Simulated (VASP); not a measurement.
# Ga (P6_3/mmc) in VASP: further runs, part 2 of 2

VASP 6.6.1. The steps go on from the part before.

## Step 5: Single point, BLYP (21.66 Å³/atom)

This run uses another cell than the first one, of 21.66 Å³/atom.

The input, INCAR:

```
SYSTEM = Ga
PREC = Accurate
ENCUT = 520
EDIFF = 1E-6
ISMEAR = -1
SIGMA = 0.1
LREAL = .False.
LASPH = .True.
NELM = 100
ALGO = Normal
ISIF = 2
LWAVE = .False.
LCHARG = .False.
GGA = B5
ALDAX = 1.0
AGGAX = 1.0
AGGAC = 1.0
ALDAC = 0.0
NBANDS = 34
```

The input, KPOINTS:

```
regular mesh
0
Gamma
  13 13 4
  0 0 0
```

The input, POSCAR:

```
Ga
1.0
    3.1292208991      0.0000000000      0.0000000000
   -1.5646104496      2.7099847927      0.0000000000
    0.0000000000      0.0000000000     10.2145950965
Ga
4
Direct
    0.0000000000      1.0000000000      1.0000000000
    0.0000000000      1.0000000000      0.5000000000
    0.3333333333      0.6666666667      0.2500000000
    0.6666666667      0.3333333333      0.7500000000
```

Potentials or basis: VASP PAW PBE potentials, release 64 (Ga_d).

Launch:

```bash
cat potpaw_PBE.64/Ga_d/POTCAR > POTCAR
mpirun -np 1 vasp_std > vasp.out
```

OUTCAR:

```text
SYSTEM = Ga
   PREC = Accurate
   ENCUT = 520
   EDIFF = 1E-6
   ISMEAR = -1
   LREAL = .False.
   LASPH = .True.
   NELM = 100
   ISIF = 2
   GGA = B5

 ion  position               nearest neighbor table
   1  0.000  0.000  0.000-
   2  0.000  0.000  0.500-
   3  0.333  0.667  0.250-
   4  0.667  0.333  0.750-

  LATTYP: Found a hexagonal cell.
 ALAT       =     3.1292208991
 C/A-ratio  =     3.2642614331
[... 1085 lines left out ...]

  FORCE on cell =-STRESS in cart. coord.  units (eV):
  Direction    XX          YY          ZZ          XY          YZ          ZX
  --------------------------------------------------------------------------------------
  -------------------------------------------------------------------------------------
  Total       -0.0686228     -0.0686228      0.0633928      0.0000000     -0.0000000      0.0000000
  in kB       -1.2692728     -1.2692728      1.1725354      0.0000000     -0.0000000      0.0000000
  external PRESSURE =      -0.4553367 kB  Pullay stress =       0.0000000 kB

 VOLUME and BASIS-vectors are now :
 -----------------------------------------------------------------------------
  energy-cutoff  :      520.00
  volume of cell :       86.62
      direct lattice vectors                 reciprocal lattice vectors
     3.129220899  0.000000000  0.000000000     0.319568363  0.184502880  0.000000000
    -1.564610450  2.709984793  0.000000000     0.000000000  0.369005761  0.000000000
     0.000000000  0.000000000 10.214595097     0.000000000  0.000000000  0.097899133

 POSITION                                       TOTAL-FORCE (eV/Angst)
 -----------------------------------------------------------------------------------
      0.00000      0.00000      0.00000        -0.000000      0.000000     -0.000000
      0.00000      0.00000      5.10730        -0.000000      0.000000     -0.000000
     -0.00000      1.80666      2.55365        -0.000000      0.000000     -0.000000
      1.56461      0.90333      7.66095         0.000000     -0.000000      0.000000
 -----------------------------------------------------------------------------------
    total drift:                                0.000000     -0.000000     -0.000000

  FREE ENERGIE OF THE ION-ELECTRON SYSTEM (eV)
  ---------------------------------------------------
  free  energy   TOTEN  =        -8.4822109328 eV

  energy  without entropy=       -8.4221746908  energy(sigma->0) =       -8.45219281
```

OSZICAR:

```text
N       E                     dE             d eps       ncg     rms          rms(c)
DAV:   1     0.350599328416E+03    0.35060E+03   -0.25948E+04  4512   0.278E+03
DAV:   2     0.342694239086E+02   -0.31633E+03   -0.30914E+03  4412   0.516E+02
DAV:   3    -0.716099738978E+01   -0.41430E+02   -0.40890E+02  4974   0.146E+02
DAV:   4    -0.851690004678E+01   -0.13559E+01   -0.13438E+01  4936   0.287E+01
DAV:   5    -0.854624294234E+01   -0.29343E-01   -0.29329E-01  5552   0.447E+00    0.120E+00
DAV:   6    -0.848820034031E+01    0.58043E-01   -0.16139E-01  5346   0.466E+00    0.529E-01
DAV:   7    -0.848229462849E+01    0.59057E-02   -0.33634E-02  5658   0.183E+00    0.169E-01
DAV:   8    -0.848203152613E+01    0.26310E-03   -0.36704E-03  4848   0.190E+00    0.412E-02
DAV:   9    -0.848213381167E+01   -0.10229E-03   -0.90023E-04  5204   0.761E-01    0.180E-02
DAV:  10    -0.848221115375E+01   -0.77342E-04   -0.41629E-04  5912   0.183E-01    0.918E-03
DAV:  11    -0.848221168477E+01   -0.53102E-06   -0.61748E-05  5476   0.870E-02    0.486E-03
DAV:  12    -0.848221170387E+01   -0.19103E-07   -0.16637E-05  4522   0.501E-02    0.207E-03
DAV:  13    -0.848221093278E+01    0.77109E-06   -0.11356E-06  2634   0.197E-02
   1 F= -.84822109E+01 E0= -.84521928E+01  d E =-.600362E-01
```

stdout:

```text
POSCAR found type information on POSCAR Ga
 POSCAR found :  1 types and       4 ions
 scaLAPACK will be used
 -----------------------------------------------------------------------------
|                                                                             |
|                                                                             |
|     You enforced a specific xc type in the INCAR file but a different       |
|     I HOPE YOU KNOW WHAT YOU ARE DOING!                                     |
|                                                                             |
 -----------------------------------------------------------------------------

 LDA part: xc-table for (Slater(with rela. corr.)+VWN5), standard interpolation
 POSCAR, INCAR and KPOINTS ok, starting setup
 FFT: planning ... GRIDC
 FFT: planning ... GRID_SOFT
 FFT: planning ... GRID
 WAVECAR not read
 entering main loop
```

Wall time 87 s (1 thread of Intel Xeon 6975P-C (Granite Rapids), shared host); peak memory 0.27 GiB.

Results:

| Property | Result |
| --- | --- |
| Free energy | -8.4822 eV |
| Pressure | 0.0 GPa |
| Band gap on the k mesh | zero (bands 26 and 27 overlap by 4.70 eV) |

Stress tensor (GPa, compression positive):
```
-0.13  0.00  0.00
 0.00 -0.13  0.00
 0.00  0.00  0.12
```

Caveat: the PAW data sets were made with another functional, which shifts forces and pressure a little.

## Step 6: Single point, BLYP (22.52 Å³/atom)

This run uses another cell than the first one, of 22.52 Å³/atom.

INCAR is that of step 5.

The input, KPOINTS:

```
Automatic mesh
0
Gamma
  13 13 4
  0 0 0
```

The input, POSCAR:

```
Ga
1.0
    3.1703995806      0.0000000000      0.0000000000
   -1.5851997903      2.7456465769      0.0000000000
    0.0000000000      0.0000000000     10.3490130783
Ga
4
Direct
    0.0000000000      1.0000000000      1.0000000000
    0.0000000000      1.0000000000      0.5000000000
    0.3333333333      0.6666666667      0.2500000000
    0.6666666667      0.3333333333      0.7500000000
```

Potentials or basis: VASP PAW PBE potentials, release 64 (Ga_d).

Launch:

```bash
cat potpaw_PBE.64/Ga_d/POTCAR > POTCAR
mpirun -np 1 vasp_std > vasp.out
```

It took 81 s on 1 thread of Intel Xeon 6975P-C (Granite Rapids), shared host; peak memory 0.27 GiB.

The run converged. Its results:

```yaml
Free_energy: -8.4715 eV
Pressure: -1.0 GPa
Band_gap_on_the_k_mesh: zero (bands 26 and 27 overlap by 4.51 eV)
```

Stress tensor (GPa, compression positive):
```
-1.12  0.00  0.00
 0.00 -1.12  0.00
 0.00  0.00 -0.88
```

Levels at points of the mesh, in eV from the Fermi level:
```csv
k point,band 24,band 25,band 26,band 27,band 28,band 29
"(0.00, 0.00, 0.00)",-4.96,-3.04,3.09,3.10,8.14,8.14
"(0.00, 0.00, 0.50)",-6.68,-0.64,-0.64,7.29,7.29,8.36
```

Caveat: the PAW data sets were made with another functional, which shifts forces and pressure a little.

## Step 7: The runs side by side

```tsv
cell	gap on the mesh (eV)	pressure (GPa)
a = 2.999, b = 2.999, c = 9.788 Å, angles 90.0, 90.0, 120.0°, 4 atoms	none	5.4
a = 3.043, b = 3.043, c = 9.935 Å, angles 90.0, 90.0, 120.0°, 4 atoms	none	3.1
a = 3.087, b = 3.087, c = 10.077 Å, angles 90.0, 90.0, 120.0°, 4 atoms	none	1.5
a = 3.129, b = 3.129, c = 10.215 Å, angles 90.0, 90.0, 120.0°, 4 atoms	none	0.0
a = 3.170, b = 3.170, c = 10.349 Å, angles 90.0, 90.0, 120.0°, 4 atoms	none	-1.0
```

Alike in all rows: task single point; level BLYP; potentials or basis VASP PAW PBE potentials, release 64 (Ga_d); no spin polarisation; k mesh 13 × 13 × 4; cutoff (eV) 520; smearing fermi-dirac 0.1 eV.

Caveats: the PAW data sets were made with another functional, which shifts forces and pressure a little; the cell stands under pressure (at least some runs).

Absolute energies hang on the potentials; compare differences alone.
